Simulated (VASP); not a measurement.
# W (I4/mmm) in VASP: a series of runs

The runs below take W through single point, with PBEsol.

Program: VASP 6.6.1. These are calculated values, not measurements. Logs are shortened: lines on timing, memory, paths and dates and some standing lists are left out, and cuts for length are marked.

### 1 The cell of the first run

The structure is tetragonal, space group I4/mmm (No. 139). Conventional cell: a = 2.871 Å, b = 2.871 Å, c = 4.202 Å, α = 90.00°, β = 90.00°, γ = 90.00°. Within 3.8 Å of W (site symmetry 4/mmm) lie 12 W at 2.87 to 2.92 Å.

### 2 Single point, PBEsol (strain +0.0350 x Voigt [0, 0, 1, 0, 0, 0])

The input, INCAR:

```
SYSTEM = W
  PREC = Accurate
  ENCUT = 520
  EDIFF = 1E-7
  ISMEAR = 0
  SIGMA = 0.15
  LREAL = .False.
  LASPH = .True.
  NELM = 100
  ALGO = Fast
  ISIF = 2
  LWAVE = .False.
  LCHARG = .True.
  GGA = PS
  LELF = .True.
  LVHAR = .True.
  NBANDS = 13
```

The input, KPOINTS:

```
regular mesh
0
Gamma
  20 20 20
  0 0 0
```

The input, POSCAR:

```
W
1.0
    0.0000000000      2.0300000000      2.1010500000
    2.0300000000      0.0000000000      2.1010500000
    2.0300000000      2.0300000000      0.0000000000
W
1
Direct
    0.0000000000      0.0000000000      0.0000000000
```

Potentials or basis: VASP PAW PBE potentials, release 64 (W_sv).

The run is started by

```console
$ cat potpaw_PBE.64/W_sv/POTCAR > POTCAR
$ mpirun -np 1 vasp_std > vasp.out
```

OUTCAR:

```text
SYSTEM = W
   PREC = Accurate
   ENCUT = 520
   EDIFF = 1E-7
   ISMEAR = 0
   LREAL = .False.
   LASPH = .True.
   NELM = 100
   ISIF = 2
   GGA = PS

 ion  position               nearest neighbor table
   1  0.000  0.000  0.000-

  LATTYP: Found a body centered tetragonal cell.
 ALAT       =     2.8708535316
 C/A-ratio  =     1.4637110371

  Lattice vectors:

 A1 = (  -2.0300000000,   0.0000000000,   2.1010500000)
 A2 = (   2.0300000000,   0.0000000000,   2.1010500000)
 A3 = (   0.0000000000,   2.0300000000,  -2.1010500000)

Analysis of symmetry for initial positions (statically):
=====================================================================
 Subroutine PRICEL returns:
 Original cell was already a primitive cell.

 Routine SETGRP: Setting up the symmetry group for a
 body centered tetragonal supercell.

 Subroutine GETGRP returns: Found 16 space group operations
 (whereof 16 operations were pure point group operations)
 out of a pool of 16 trial point group operations.

The static configuration has the point symmetry D_4h.

Analysis of symmetry for dynamics (positions and initial velocities):
=====================================================================
 Subroutine PRICEL returns:
 Original cell was already a primitive cell.

 Routine SETGRP: Setting up the symmetry group for a
 body centered tetragonal supercell.

 Subroutine GETGRP returns: Found 16 space group operations
 (whereof 16 operations were pure point group operations)
 out of a pool of 16 trial point group operations.

The dynamic configuration has the point symmetry D_4h.

 Subroutine INISYM returns: Found 16 space group operations
 (whereof 16 operations are pure point group operations),
 and found     1 'primitive' translations

----------------------------------------------------------------------------------------

                                     Primitive cell

  volume of cell :      17.3164

  direct lattice vectors                    reciprocal lattice vectors
     0.000000000  2.030000000  2.101050000    -0.246305419  0.246305419  0.237976250
     2.030000000  0.000000000  2.101050000     0.246305419 -0.246305419  0.237976250
     2.030000000  2.030000000  0.000000000     0.246305419  0.246305419 -0.237976250

  length of vectors
     2.921525475  2.921525475  2.870853532     0.421859472  0.421859472  0.421859472

  position of ions in fractional coordinates (direct lattice)
     0.000000000  0.000000000  0.000000000

[... 83 lines left out ...]
   POTIM  = 0.5000    time-step for ionic-motion
   TEBEG  =    0.0;   TEEND  =   0.0 temperature during run
   PSTRESS=    0.0 pullay stress
   NELECT =      14.0000    total number of electrons
   NUPDOWN=      -1.0000    fix difference up-down
   EMIN   =  10.00;   EMAX   =-10.00  energy-range for DOS
   EFERMI =   0.00;   METHOD = LEGACY
   ISMEAR =     0;   SIGMA  =   0.15  broadening in eV -4-tet -1-fermi 0-gaus
   EFERMI_NEDOS =   21; number of points for ismear=-14 and -15
   IALGO  =     68    algorithm
   IMIX   =      4    mixing-type and parameters
     AMIX     =   0.40;   BMIX     =  1.00
     AMIX_MAG =   1.60;   BMIX_MAG =  1.00
  volume/ion in A,a.u.               =      17.32       116.86
  Fermi-wavevector in a.u.,A,eV,Ry     =   1.525099  2.882019 31.646156  2.325927
  Thomas-Fermi vector in A             =   2.633316
   LORBIT       =      0    0 simple, 1 ext, 2 COOP (PROOUT), +10 PAW based schemes
   GGA     = PS    functional components
   LHFCALC =     F    Hartree Fock is set to
   AEXX    =    0.0000 exact exchange contribution
   IVDW    =     0    specifies the selected vdW correction
   LEPSILON=     F    determine dielectric tensor
   LRPA    =     F    only Hartree local field effects (RPA)
 non-spin polarized calculation
 RMM-DIIS sequential band-by-band and
 Gauss-broadening in eV      SIGMA  =   0.15
  energy-cutoff  :      520.00
  volume of cell :       17.32
 maximum number of plane-waves:       489
 NGX is ok and might be reduce to    24
   NGX = 11   NGY = 11   NGZ = 11

 number of electron      13.9999999 magnetization

 Free energy of the ion-electron system (eV)
  ---------------------------------------------------
  ext. energy  EPLUGINS =         0.00000000
  ---------------------------------------------------
  free energy    TOTEN  =       -13.23980616 eV

  energy without entropy =      -13.22516158  energy(sigma->0) =      -13.23248387

 E-fermi :   9.6313     XC(G=0): -13.2595

 val. band max:        9.6288962220   @ k =  -0.4500   0.1000   0.0000
 cond. band min:       9.6349127993   @ k =   0.2000   0.1000   0.0000
 fundamental gap:      0.0060165772
 Fermi energy:         9.6312745904

 k-point     1 :       0.0000    0.0000    0.0000
  band No.  band energies     occupation
      1     -64.1479      2.00000
      2     -27.8548      2.00000
      3     -27.8236      2.00000
      4     -27.8236      2.00000
      5       0.8777      2.00000
      6       8.8158      2.00000
      7       9.2488      1.99969
      8       9.2488      1.99969
      9      11.6446      0.00000
     10      12.2883      0.00000
     11      22.3733      0.00000
     12      26.5991      0.00000
     13      27.6256      0.00000
[... 354 lines left out ...]
  band No.  band energies     occupation
      1     -64.0769      2.00000
      2     -28.6426      2.00000
      3     -27.9977      2.00000
      4     -27.9069      2.00000
      5       4.1616      2.00000
      6       8.7142      2.00000
      7       8.8525      2.00000
      8       9.4167      1.95698
      9      12.9752      0.00000
     10      13.8713      0.00000
     11      20.6044      0.00000
     12      23.7321      0.00000
     13      28.7574      0.00000

 [... further k-points ...]

------------------------ aborting loop because EDIFF is reached ----------------------------------------

  FORCE on cell =-STRESS in cart. coord.  units (eV):
  Direction    XX          YY          ZZ          XY          YZ          ZX
  --------------------------------------------------------------------------------------
  -------------------------------------------------------------------------------------
  Total       -2.4857599     -2.4857599     -1.5867813      0.0000000      0.0000000     -0.0000000
  in kB     -229.9912441   -229.9912441   -146.8145835      0.0000000      0.0000000     -0.0000000
  external PRESSURE =    -202.2656905 kB  Pullay stress =       0.0000000 kB

 VOLUME and BASIS-vectors are now :
 -----------------------------------------------------------------------------
  energy-cutoff  :      520.00
  volume of cell :       17.32
      direct lattice vectors                 reciprocal lattice vectors
     0.000000000  2.030000000  2.101050000    -0.246305419  0.246305419  0.237976250
     2.030000000  0.000000000  2.101050000     0.246305419 -0.246305419  0.237976250
     2.030000000  2.030000000  0.000000000     0.246305419  0.246305419 -0.237976250

 POSITION                                       TOTAL-FORCE (eV/Angst)
 -----------------------------------------------------------------------------------
      0.00000      0.00000      0.00000        -0.000000      0.000000      0.000000
 -----------------------------------------------------------------------------------
    total drift:                               -0.000000      0.000000     -0.000000

  FREE ENERGIE OF THE ION-ELECTRON SYSTEM (eV)
  ---------------------------------------------------
  free  energy   TOTEN  =       -13.2398061595 eV

  energy  without entropy=      -13.2251615808  energy(sigma->0) =      -13.23248387
```

OSZICAR:

```text
N       E                     dE             d eps       ncg     rms          rms(c)
DAV:   1     0.840083443496E+02    0.84008E+02   -0.74741E+03 16746   0.121E+03
DAV:   2    -0.122978580738E+02   -0.96306E+02   -0.92681E+02 18671   0.314E+02
DAV:   3    -0.139872654705E+02   -0.16894E+01   -0.16803E+01 18496   0.402E+01
DAV:   4    -0.139950019184E+02   -0.77364E-02   -0.77360E-02 18556   0.300E+00
DAV:   5    -0.139950754220E+02   -0.73504E-04   -0.73503E-04 18691   0.276E-01    0.179E+01
RMM:   6    -0.133848858537E+02    0.61019E+00   -0.51513E-01 18088   0.646E+00    0.683E+00
RMM:   7    -0.132439605622E+02    0.14093E+00   -0.32075E-01 18174   0.504E+00    0.940E-01
RMM:   8    -0.132402166007E+02    0.37440E-02   -0.12982E-02 20564   0.119E+00    0.234E-01
RMM:   9    -0.132398222513E+02    0.39435E-03   -0.17336E-03 20102   0.476E-01    0.361E-02
RMM:  10    -0.132398093167E+02    0.12935E-04   -0.27897E-04 21006   0.199E-01    0.177E-02
RMM:  11    -0.132398056190E+02    0.36977E-05   -0.27928E-05 21579   0.654E-02    0.172E-03
RMM:  12    -0.132398061275E+02   -0.50851E-06   -0.68522E-06 21664   0.308E-02    0.174E-03
RMM:  13    -0.132398060539E+02    0.73685E-07   -0.10542E-06 19091   0.123E-02    0.890E-04
RMM:  14    -0.132398061638E+02   -0.10990E-06   -0.36006E-07 16090   0.671E-03    0.269E-04
RMM:  15    -0.132398061595E+02    0.42457E-08   -0.62202E-08 11655   0.276E-03
   1 F= -.13239806E+02 E0= -.13232484E+02  d E =-.146446E-01
```

stdout:

```text
POSCAR found type information on POSCAR W
 POSCAR found :  1 types and       1 ions
 scaLAPACK will be used
 -----------------------------------------------------------------------------
|                                                                             |
|                                                                             |
|     You enforced a specific xc type in the INCAR file but a different       |
|     I HOPE YOU KNOW WHAT YOU ARE DOING!                                     |
|                                                                             |
 -----------------------------------------------------------------------------

 LDA part: xc-table for (Slater+PW92), standard interpolation
 POSCAR, INCAR and KPOINTS ok, starting setup
 FFT: planning ... GRIDC
 FFT: planning ... GRID_SOFT
 FFT: planning ... GRID
 WAVECAR not read
 entering main loop
WARNING in EDDRMM: call to ZHEGV failed, returncode =   6  3     13
WARNING in EDDRMM: call to ZHEGV failed, returncode =   8  4     13
WARNING in EDDRMM: call to ZHEGV failed, returncode =   8  4     12
WARNING in EDDRMM: call to ZHEGV failed, returncode =   8  4     11
WARNING in EDDRMM: call to ZHEGV failed, returncode =   8  4     13
WARNING in EDDRMM: call to ZHEGV failed, returncode =   8  4     12
 num prob WARNING in EDDRMM: call to ZHEGV failed, returncode =   8  4     13
WARNING in EDDRMM: call to ZHEGV failed, returncode =   8  4     12
WARNING in EDDRMM: call to ZHEGV failed, returncode =   6  3     13
WARNING in EDDRMM: call to ZHEGV failed, returncode =   6  3     12
```

Wall time 54 s (1 thread of Intel Xeon 6975P-C (Granite Rapids), shared host); peak memory 0.25 GiB.

What came out:

| Property | Result |
| --- | --- |
| Free energy | -13.2398 eV |
| Pressure | -20.2 GPa |
| Band gap on the k mesh | zero (band 7 reaches 12.61 eV, above the bottom of band 8 at 9.18 eV) |

Stress tensor (GPa, compression positive):
```
-23.00   0.00   0.00
  0.00 -23.00   0.00
  0.00   0.00 -14.68
```

Levels at points of the mesh, in eV from the Fermi level:
| k point | band 4 | band 5 | band 6 | band 7 | band 8 | band 9 | band 10 | band 11 |
| --- | --- | --- | --- | --- | --- | --- | --- | --- |
| (0.00, 0.00, 0.00) | -37.45 | -8.75 | -0.82 | -0.38 | -0.38 | 2.01 | 2.66 | 12.74 |
| (0.50, 0.00, 0.00) | -37.56 | -5.36 | -0.97 | -0.50 | 0.48 | 4.51 | 4.77 | 9.47 |
| (0.50, 0.50, 0.00) | -37.77 | -5.20 | -4.17 | 2.33 | 4.64 | 5.29 | 5.29 | 11.41 |
| (0.50, 0.00, 0.50) | -37.81 | -5.15 | -4.24 | 2.98 | 4.55 | 5.07 | 5.59 | 10.87 |

Caveat: the cell differs from its parent crystal (strain +0.0350 x Voigt [0, 0, 1, 0, 0, 0]); the PAW data sets were made with another functional, which shifts forces and pressure a little; spin-orbit coupling is left out, which moves the levels of the heavy elements.

### 3 Single point, PBEsol (strain +0.0400 x Voigt [0, 0, 1, 0, 0, 0])

The input, INCAR:

```
SYSTEM = W
PREC = Accurate
ENCUT = 520
EDIFF = 1E-6
ISMEAR = 0
SIGMA = 0.15
LREAL = .FALSE.
LASPH = .TRUE.
NELM = 100
ALGO = Fast
ISIF = 2
LWAVE = .FALSE.
LCHARG = .FALSE.
GGA = PS
NBANDS = 13
```

The input, KPOINTS:

```
regular mesh
0
G
  20 20 20
  0 0 0
```

The input, POSCAR:

```
W
1.0
    0.0000000000      2.0300000000      2.1112000000
    2.0300000000      0.0000000000      2.1112000000
    2.0300000000      2.0300000000      0.0000000000
W
1
Direct
    0.0000000000      0.0000000000      0.0000000000
```

Potentials or basis: VASP PAW PBE potentials, release 64 (W_sv).

The run is started by

```console
$ cat potpaw_PBE.64/W_sv/POTCAR > POTCAR
$ mpirun -np 1 vasp_std > vasp.out
```

Wall time 40 s (1 thread of Intel Xeon 6975P-C (Granite Rapids), shared host); peak memory 0.25 GiB.

Results (log left out):

```
Free energy            : -13.2320 eV
Pressure               : -21.3 GPa
Band gap on the k mesh : zero (band 7 reaches 12.55 eV, above the bottom of band 8 at 9.12 eV)
```

Stress tensor (GPa, compression positive):
```
-24.27   0.00   0.00
  0.00 -24.27   0.00
  0.00   0.00 -15.41
```

Levels at points of the mesh, in eV from the Fermi level:
| k point | band 5 | band 6 | band 7 | band 8 | band 9 | band 10 |
| --- | --- | --- | --- | --- | --- | --- |
| (0.00, 0.00, 0.00) | -8.74 | -0.86 | -0.36 | -0.36 | 1.94 | 2.67 |
| (0.50, 0.00, 0.00) | -5.34 | -1.01 | -0.47 | 0.46 | 4.45 | 4.74 |
| (0.50, 0.50, 0.00) | -5.18 | -4.15 | 2.24 | 4.61 | 5.24 | 5.24 |
| (0.50, 0.00, 0.50) | -5.13 | -4.22 | 2.97 | 4.50 | 4.98 | 5.57 |

Caveat: the cell differs from its parent crystal (strain +0.0400 x Voigt [0, 0, 1, 0, 0, 0]); the PAW data sets were made with another functional, which shifts forces and pressure a little; spin-orbit coupling is left out, which moves the levels of the heavy elements.

### 4 Single point, PBEsol (strain -0.0400 x Voigt [0, 0, 1, 0, 0, 0])

The input, INCAR:

```
  PREC = Accurate
  ENCUT = 520
  EDIFF = 1E-7
  ISMEAR = 0
  SIGMA = 0.15
  LREAL = F
  LASPH = T
  NELM = 100
  ALGO = Fast
  ISIF = 2
  LWAVE = F
  LCHARG = F
  GGA = PS
  NBANDS = 13
```

The input, KPOINTS:

```
Automatic mesh
0
Gamma
  20 20 20
```

The input, POSCAR:

```
W
1.0
    0.0000000000      2.0300000000      1.9488000000
    2.0300000000      0.0000000000      1.9488000000
    2.0300000000      2.0300000000      0.0000000000
W
1
Direct
    0.0000000000      0.0000000000      0.0000000000
```

The run is started by

```console
$ cat potpaw_PBE.64/W_sv/POTCAR > POTCAR
$ mpirun -np 1 vasp_std > vasp.out
```

Run time: 49 s. Hardware: 1 thread of Intel Xeon 6975P-C (Granite Rapids), shared host; peak memory 0.24 GiB.

The run converged. Its results:

- Free energy: -13.3344 eV
- Pressure: -0.9 GPa
- Band gap on the k mesh: zero (band 7 reaches 14.37 eV, above the bottom of band 8 at 10.07 eV)

Stress tensor (GPa, compression positive):
```
  3.59   0.00   0.00
  0.00   3.59   0.00
  0.00   0.00 -10.02
```

Levels at points of the mesh, in eV from the Fermi level:
```tsv
k point	band 5	band 6	band 7	band 8	band 9	band 10
(0.00, 0.00, 0.00)	-9.17	-0.81	-0.81	-0.27	2.16	2.95
(0.50, 0.00, 0.00)	-5.78	-1.19	-0.55	0.67	4.94	5.34
(0.50, 0.50, 0.00)	-5.67	-4.78	3.70	5.07	5.93	5.93
(0.50, 0.00, 0.50)	-5.72	-4.65	2.87	5.08	5.58	6.20
```

Caveat: the cell differs from its parent crystal (strain -0.0400 x Voigt [0, 0, 1, 0, 0, 0]); the PAW data sets were made with another functional, which shifts forces and pressure a little; spin-orbit coupling is left out, which moves the levels of the heavy elements.

### 5 Single point, PBEsol (strain -0.0200 x Voigt [0, 0, 1, 0, 0, 0])

The input, INCAR:

```
SYSTEM = W
PREC = Accurate ; ENCUT = 520
EDIFF = 1E-6 ; ISMEAR = 0
SIGMA = 0.15 ; LREAL = .False.
LASPH = .True. ; NELM = 80
ALGO = Normal ; ISIF = 2
LWAVE = .False. ; LCHARG = .False.
GGA = PS ; NBANDS = 13
```

The input, KPOINTS:

```
regular mesh
0
Gamma
  20 20 20
  0 0 0
```

The input, POSCAR:

```
W
1.0
    0.0000000000      2.0300000000      1.9894000000
    2.0300000000      0.0000000000      1.9894000000
    2.0300000000      2.0300000000      0.0000000000
W
1
Direct
    0.0000000000      0.0000000000      0.0000000000
```

The run is started by

```console
$ cat potpaw_PBE.64/W_sv/POTCAR > POTCAR
$ mpirun -np 1 vasp_std > vasp.out
```

Wall time 32 s (1 thread of Intel Xeon 6975P-C (Granite Rapids), shared host); peak memory 0.25 GiB.

The run converged. Its results:

```yaml
Free_energy: -13.3118 eV
Pressure: -6.8 GPa
Band_gap_on_the_k_mesh: zero (band 7 reaches 13.67 eV, above the bottom of band 8 at 9.78 eV)
```

Stress tensor (GPa, compression positive):
```
 -4.46   0.00   0.00
  0.00  -4.46   0.00
  0.00   0.00 -11.57
```

Levels at points of the mesh, in eV from the Fermi level:
```
           k point  band 3  band 4  band 5  band 6  band 7  band 8  band 9  band 10  band 11  band 12
(0.00, 0.00, 0.00)  -37.27  -37.25   -9.02   -0.66   -0.66   -0.40    2.35     2.74    12.83    17.78
(0.50, 0.00, 0.00)  -37.44  -37.40   -5.62   -0.95   -0.65    0.64    4.95     5.13    10.28    12.44
(0.50, 0.50, 0.00)  -37.71  -37.71   -5.50   -4.57    3.33    4.98    5.80     5.80    11.53    11.53
(0.50, 0.00, 0.50)  -37.68  -37.65   -5.52   -4.51    2.93    5.00    5.62     5.93    11.68    12.00
```

Caveat: the cell differs from its parent crystal (strain -0.0200 x Voigt [0, 0, 1, 0, 0, 0]); the PAW data sets were made with another functional, which shifts forces and pressure a little; spin-orbit coupling is left out, which moves the levels of the heavy elements.

### 6 Overview

```tsv
cell	gap on the mesh (eV)	pressure (GPa)
a = 2.922, b = 2.922, c = 2.871 Å, angles 60.6, 60.6, 58.9°, 1 atom	none	-20.2
a = 2.929, b = 2.929, c = 2.871 Å, angles 60.7, 60.7, 58.7°, 1 atom	none	-21.3
a = 2.814, b = 2.814, c = 2.871 Å, angles 59.3, 59.3, 61.3°, 1 atom	none	-0.9
a = 2.842, b = 2.842, c = 2.871 Å, angles 59.7, 59.7, 60.7°, 1 atom	none	-6.8
```

Alike in all rows: task single point; level PBEsol; potentials or basis VASP PAW PBE potentials, release 64 (W_sv); no spin polarisation; k mesh 20 × 20 × 20; cutoff (eV) 520; smearing gaussian 0.15 eV.

Caveats: the PAW data sets were made with another functional, which shifts forces and pressure a little; spin-orbit coupling is left out, which moves the levels of the heavy elements.

Absolute energies hang on the potentials; compare differences alone.
